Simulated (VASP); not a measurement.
# CoBr4 (I4/mmm) in VASP: a series of runs

The runs below take CoBr4 through single point, with PBE.

All numbers are computed with VASP 6.6.1; they aren't measurements. Logs are shortened: lines on timing, memory, paths and dates and some standing lists are left out, and cuts for length are marked.

### Step 1. The cell of the first run

It takes space group I4/mmm (No. 139, tetragonal). Conventional cell: a = 6.230 Å, b = 6.230 Å, c = 6.994 Å, α = 90.00°, β = 90.00°, γ = 90.00°. Within 3.7 Å of Co (site symmetry 4/mmm) lie 8 Br at 2.81 Å. Within 3.7 Å of Br (site symmetry 2/m) lie 2 Co at 2.81 Å and 6 Br at 3.12 to 3.50 Å.

### Step 2. Single point, PBE, collinear spin, ferromagnetic start

The input, INCAR:

```
PREC = Accurate ; ENCUT = 520
EDIFF = 1E-7 ; ISMEAR = 0
SIGMA = 0.1 ; LREAL = False
LASPH = True ; NELM = 150
ALGO = Normal ; ISIF = 2
LWAVE = False ; LCHARG = True
ISPIN = 2 ; MAGMOM = 3 0 0 0 0
LORBIT = 11 ; LMAXMIX = 4
GGA = PE ; LELF = True
LVHAR = True ; NBANDS = 30
```

The input, KPOINTS:

```
Automatic mesh
0
Gamma
  4 4 4
```

The input, POSCAR:

```
CoBr4
1.0
   -3.1151655404      3.1151655404      3.4971622411
    3.1151655404     -3.1151655404      3.4971622411
    3.1151655404      3.1151655404     -3.4971622411
Co Br
1 4
Direct
    0.5000000000      0.5000000000      0.0000000000
    0.5000000000      0.0000000000      0.0000000000
    0.0000000000      0.5000000000      0.0000000000
    0.0000000000      0.0000000000      0.5000000000
    0.5000000000      0.5000000000      0.5000000000
```

Potentials or basis: VASP PAW PBE potentials, release 64 (Co, Br).

On the command line:

```
$ cat potpaw_PBE.64/Co/POTCAR potpaw_PBE.64/Br/POTCAR > POTCAR
$ mpirun -np 1 vasp_std > vasp.out
```

OUTCAR:

```text
PREC = Accurate
   ENCUT = 520
   EDIFF = 1E-7
   ISMEAR = 0
   LREAL = False
   LASPH = True
   NELM = 150
   ISIF = 2
   ISPIN = 2
   LORBIT = 11
   GGA = PE

 ion  position               nearest neighbor table
   1  0.500  0.500  0.000-   2 2.81   3 2.81   4 2.81   5 2.81   5 2.81   2 2.81   3 2.81   4 2.81

   2  0.500  0.000  0.000-   1 2.81   1 2.81
   3  0.000  0.500  0.000-   1 2.81   1 2.81
   4  0.000  0.000  0.500-   1 2.81   1 2.81
   5  0.500  0.500  0.500-   1 2.81   1 2.81

  LATTYP: Found a body centered tetragonal cell.
 ALAT       =     6.2303310808
 C/A-ratio  =     1.1226248479

  Lattice vectors:

 A1 = (  -3.1151655404,   3.1151655404,   3.4971622411)
 A2 = (   3.1151655404,  -3.1151655404,   3.4971622411)
 A3 = (   3.1151655404,   3.1151655404,  -3.4971622411)

Analysis of symmetry for initial positions (statically):
=====================================================================
 Subroutine PRICEL returns:
 Original cell was already a primitive cell.

 Routine SETGRP: Setting up the symmetry group for a
 body centered tetragonal supercell.

 Subroutine GETGRP returns: Found 16 space group operations
 (whereof 16 operations were pure point group operations)
 out of a pool of 16 trial point group operations.

The static configuration has the point symmetry D_4h.

Analysis of symmetry for dynamics (positions and initial velocities):
=====================================================================
 Subroutine PRICEL returns:
 Original cell was already a primitive cell.

 Routine SETGRP: Setting up the symmetry group for a
 body centered tetragonal supercell.

 Subroutine GETGRP returns: Found 16 space group operations
 (whereof 16 operations were pure point group operations)
 out of a pool of 16 trial point group operations.

The dynamic configuration has the point symmetry D_4h.

Analysis of structural, dynamic, and magnetic symmetry:
=====================================================================
 Subroutine PRICEL returns:
 Original cell was already a primitive cell.

 Routine SETGRP: Setting up the symmetry group for a
 body centered tetragonal supercell.

 Subroutine GETGRP returns: Found 16 space group operations
 (whereof 16 operations were pure point group operations)
 out of a pool of 16 trial point group operations.

The overall configuration has the point symmetry D_4h.

 Subroutine INISYM returns: Found 16 space group operations
[... 120 lines left out ...]
   LEPSILON=     F    determine dielectric tensor
   LRPA    =     F    only Hartree local field effects (RPA)
 spin polarized calculation
 Gauss-broadening in eV      SIGMA  =   0.10
  energy-cutoff  :      520.00
  volume of cell :      135.75
 maximum number of plane-waves:      3689
 NGX is ok and might be reduce to    42
   NGX = 21   NGY = 21   NGZ = 21

 number of electron      36.9999987 magnetization       2.7330185

 Free energy of the ion-electron system (eV)
  ---------------------------------------------------
  ext. energy  EPLUGINS =         0.00000000
  ---------------------------------------------------
  free energy    TOTEN  =       -12.06517741 eV

  energy without entropy =      -12.04129081  energy(sigma->0) =      -12.05323411

 E-fermi :   1.6321     XC(G=0):  -8.7750

 val. band max:        1.6313206722   @ k =  -0.2500   0.2500   0.2500
 cond. band min:       1.6505824123   @ k =   0.2500  -0.0000   0.0000
 fundamental gap:      0.0192617401
 Fermi energy:         1.6320700202

 spin component 1

 k-point     1 :       0.0000    0.0000    0.0000
  band No.  band energies     occupation
      1     -13.7827      1.00000
      2     -12.4939      1.00000
      3     -12.4939      1.00000
      4     -11.9997      1.00000
      5      -3.2555      1.00000
      6      -2.5907      1.00000
[... 418 lines left out ...]
     29      11.1860      0.00000
     30      11.7354      0.00000
 Fermi energy:         1.6320700202

 spin component 2

 k-point     1 :       0.0000    0.0000    0.0000
  band No.  band energies     occupation
      1     -13.7166      1.00000
      2     -12.4255      1.00000
      3     -12.4255      1.00000
      4     -11.9272      1.00000
      5      -3.1795      1.00000
      6      -2.4920      1.00000
[... 418 lines left out ...]
     29      11.2185      0.00000
     30      11.8400      0.00000

------------------------ aborting loop because EDIFF is reached ----------------------------------------

  FORCE on cell =-STRESS in cart. coord.  units (eV):
  Direction    XX          YY          ZZ          XY          YZ          ZX
  --------------------------------------------------------------------------------------
  -------------------------------------------------------------------------------------
  Total        0.0398994      0.0398994      0.0174752      0.0000000      0.0000000      0.0000000
  in kB        0.4709108      0.4709108      0.2062502      0.0000000      0.0000000      0.0000000
  external PRESSURE =       0.3826906 kB  Pullay stress =       0.0000000 kB

 VOLUME and BASIS-vectors are now :
 -----------------------------------------------------------------------------
  energy-cutoff  :      520.00
  volume of cell :      135.75
      direct lattice vectors                 reciprocal lattice vectors
    -3.115165540  3.115165540  3.497162241     0.000000000  0.160505114  0.142973064
     3.115165540 -3.115165540  3.497162241     0.160505114  0.000000000  0.142973064
     3.115165540  3.115165540 -3.497162241     0.160505114  0.160505114  0.000000000

 POSITION                                       TOTAL-FORCE (eV/Angst)
 -----------------------------------------------------------------------------------
      0.00000      0.00000      3.49716         0.000000      0.000000     -0.000000
     -1.55758      1.55758      1.74858         0.000000     -0.000000      0.000000
      1.55758     -1.55758      1.74858         0.000000      0.000000      0.000000
      1.55758      1.55758     -1.74858         0.000000     -0.000000      0.000000
      1.55758      1.55758      1.74858        -0.000000      0.000000      0.000000
 -----------------------------------------------------------------------------------
    total drift:                               -0.000000     -0.000000      0.000000

  FREE ENERGIE OF THE ION-ELECTRON SYSTEM (eV)
  ---------------------------------------------------
  free  energy   TOTEN  =       -12.0651774136 eV

  energy  without entropy=      -12.0412908105  energy(sigma->0) =      -12.05323411

 total charge

# of ion       s       p       d       tot
------------------------------------------
    1        0.228   0.184   7.128   7.539
    2        1.638   3.101   0.020   4.759
    3        1.638   3.101   0.020   4.759
    4        1.638   3.101   0.020   4.759
    5        1.638   3.101   0.020   4.759
--------------------------------------------------
tot          6.779  12.587   7.207  26.573

 magnetization (x)

# of ion       s       p       d       tot
------------------------------------------
    1        0.022   0.017   2.345   2.385
    2        0.005   0.053   0.001   0.059
    3        0.005   0.053   0.001   0.059
    4        0.005   0.053   0.001   0.059
    5        0.005   0.053   0.001   0.059
--------------------------------------------------
tot          0.041   0.228   2.351   2.620
```

OSZICAR:

```text
N       E                     dE             d eps       ncg     rms          rms(c)
DAV:   1     0.279316213057E+03    0.27932E+03   -0.15305E+04  1560   0.111E+03
DAV:   2     0.154194252565E+02   -0.26390E+03   -0.24365E+03  1768   0.239E+02
DAV:   3    -0.174319310338E+02   -0.32851E+02   -0.31740E+02  1926   0.929E+01
[... 16 lines left out ...]
DAV:  20    -0.120651764023E+02   -0.30806E-04   -0.10038E-04  2030   0.135E-01    0.155E-02
DAV:  21    -0.120651768734E+02   -0.47106E-06   -0.40028E-06  2018   0.198E-02    0.662E-03
DAV:  22    -0.120651775320E+02   -0.65860E-06   -0.50384E-07  1896   0.100E-02    0.606E-03
DAV:  23    -0.120651772421E+02    0.28991E-06   -0.43244E-07  1728   0.790E-03    0.295E-03
DAV:  24    -0.120651773818E+02   -0.13974E-06   -0.89872E-08  1054   0.502E-03    0.128E-03
DAV:  25    -0.120651774136E+02   -0.31743E-07   -0.28075E-08   966   0.201E-03
   1 F= -.12065177E+02 E0= -.12053234E+02  d E =-.238866E-01  mag=     2.7330
```

stdout:

```text
POSCAR found type information on POSCAR CoBr
 POSCAR found :  2 types and       5 ions
 scaLAPACK will be used
 LDA part: xc-table for (Slater+PW92), standard interpolation
 POSCAR, INCAR and KPOINTS ok, starting setup
 FFT: planning ... GRIDC
 FFT: planning ... GRID_SOFT
 FFT: planning ... GRID
 WAVECAR not read
 entering main loop
```

Wall time 2.1 min (1 thread of AMD EPYC 9R45 (Zen 5), shared host); peak memory 0.32 GiB.

What came out:

```
Free energy                                           : -12.0652 eV
Pressure                                              : 0.0 GPa
Net moment                                            : 2.73 μB per cell
Site moments                                          : Co +2.38; Br +0.06 μB
Valence electrons inside the program's atomic spheres : Co 7.54; Br 4.76
```

Levels at points of the mesh, in eV from the Fermi level:
Spin up:
| k point | band 16 | band 17 | band 18 | band 19 | band 20 | band 21 | band 22 | band 23 |
| --- | --- | --- | --- | --- | --- | --- | --- | --- |
| (0.00, 0.00, 0.00) | -1.49 | -0.22 | -0.11 | -0.11 | 0.58 | 0.73 | 0.94 | 5.49 |
| (0.50, 0.00, 0.00) | -1.57 | -1.51 | -1.44 | -0.94 | 0.34 | 0.49 | 3.85 | 5.75 |
| (0.50, 0.50, 0.00) | -1.76 | -1.70 | -1.54 | -1.21 | -0.75 | -0.41 | 3.94 | 5.66 |
| (0.50, 0.50, 0.50) | -0.37 | -0.37 | 0.37 | 0.37 | 0.64 | 0.70 | 4.91 | 5.13 |
Spin down:
```tsv
k point	band 14	band 15	band 16	band 17	band 18	band 19	band 20	band 21
(0.00, 0.00, 0.00)	-0.10	-0.07	-0.07	0.08	0.08	0.12	0.76	0.98
(0.50, 0.00, 0.00)	-1.39	-0.71	-0.56	0.14	0.20	0.21	0.38	1.46
(0.50, 0.50, 0.00)	-1.72	-0.76	-0.66	-0.60	-0.57	0.13	0.22	1.34
(0.50, 0.50, 0.50)	-0.58	-0.09	0.14	0.14	0.74	1.46	1.46	1.57
```

Caveat: semilocal functionals often make such compounds metallic where correlation or magnetic order opens a gap, which also shifts bond lengths.

### Step 3. Single point, PBE, collinear spin, ferromagnetic start

This run uses another cell than the first one, of 32.47 Å³/atom, 1.196 times its volume.

The input, INCAR:

```
ALGO     = Normal         # electronic algorithm
EDIFF    = 1E-6           # SCF threshold, eV
ENCUT    = 520            # plane-wave cutoff, eV
GGA      = PE             # functional
ISIF     = 2              # what is computed and relaxed
ISMEAR   = 0              # smearing method
ISPIN    = 2              # spin polarisation
LASPH    = T              # aspherical terms in the spheres
LCHARG   = F              # write CHGCAR
LMAXMIX  = 4              # l up to which the mixer works
LORBIT   = 11             # projections on sites
LREAL    = F              # projectors in reciprocal space
LWAVE    = F              # write WAVECAR
MAGMOM   = 3 0 0 0 0      # initial moments
NBANDS   = 30             # bands
NELM     = 150            # most SCF steps
PREC     = Accurate       # precision mode
SIGMA    = 0.1            # smearing width, eV
```

The input, KPOINTS:

```
k-points
0
Gamma
  4 4 4
```

POSCAR, as its differences from that of step 2:

```diff
@@ -2,5 +2,5 @@
 1.0
-   -3.1151655404      3.1151655404      3.4971622411
-    3.1151655404     -3.1151655404      3.4971622411
-    3.1151655404      3.1151655404     -3.4971622411
+   -2.7342566800      2.7342566800      5.4287889700
+    2.7342566800     -2.7342566800      5.4287889700
+    2.7342566800      2.7342566800     -5.4287889700
 Co Br
```

Potentials or basis: VASP PAW PBE potentials, release 64 (Co, Br).

On the command line:

```
$ cat potpaw_PBE.64/Co/POTCAR potpaw_PBE.64/Br/POTCAR > POTCAR
$ mpirun -np 1 vasp_std > vasp.out
```

Wall time 4.7 min (1 thread of AMD EPYC 9R45 (Zen 5), shared host); peak memory 0.45 GiB.

Results (log left out):

```yaml
Free_energy: -8.4131 eV
Pressure: 5.9 GPa
Net_moment: 2.34 μB per cell
Site_moments: Co +2.20; Br +0.00 μB
Valence_electrons_inside_the_program's_atomic_spheres: Co 7.55; Br 4.79
```

Stress tensor (GPa, compression positive):
```
11.55  0.00  0.00
 0.00 11.55  0.00
 0.00  0.00 -5.47
```

Levels at points of the mesh, in eV from the Fermi level:
Spin up:
| k point | band 16 | band 17 | band 18 | band 19 | band 20 | band 21 | band 22 | band 23 |
| --- | --- | --- | --- | --- | --- | --- | --- | --- |
| (0.00, 0.00, 0.00) | -1.83 | -1.52 | -1.26 | 0.59 | 0.59 | 1.84 | 1.85 | 3.77 |
| (0.50, 0.00, 0.00) | -2.35 | -2.03 | -1.97 | -1.79 | 0.20 | 1.16 | 1.17 | 2.78 |
| (0.50, 0.50, 0.00) | -3.24 | -2.87 | -2.39 | -2.35 | -1.96 | -1.77 | 0.56 | 2.87 |
| (0.50, 0.50, 0.50) | -1.80 | -1.38 | 0.61 | 0.61 | 0.95 | 1.84 | 1.85 | 2.89 |
Spin down:
| k point | band 15 | band 16 | band 17 | band 18 | band 19 | band 20 |
| --- | --- | --- | --- | --- | --- | --- |
| (0.00, 0.00, 0.00) | -0.66 | -0.02 | 0.02 | 0.02 | 0.59 | 0.59 |
| (0.50, 0.00, 0.00) | -0.93 | -0.60 | -0.05 | -0.01 | 0.25 | 0.91 |
| (0.50, 0.50, 0.00) | -3.27 | -3.26 | -0.87 | -0.57 | -0.06 | 0.02 |
| (0.50, 0.50, 0.50) | 0.16 | 0.22 | 0.22 | 0.67 | 0.67 | 1.55 |

Caveat: the k points lie up to 0.41 Å⁻¹ apart; semilocal functionals often make such compounds metallic where correlation or magnetic order opens a gap, which also shifts bond lengths.
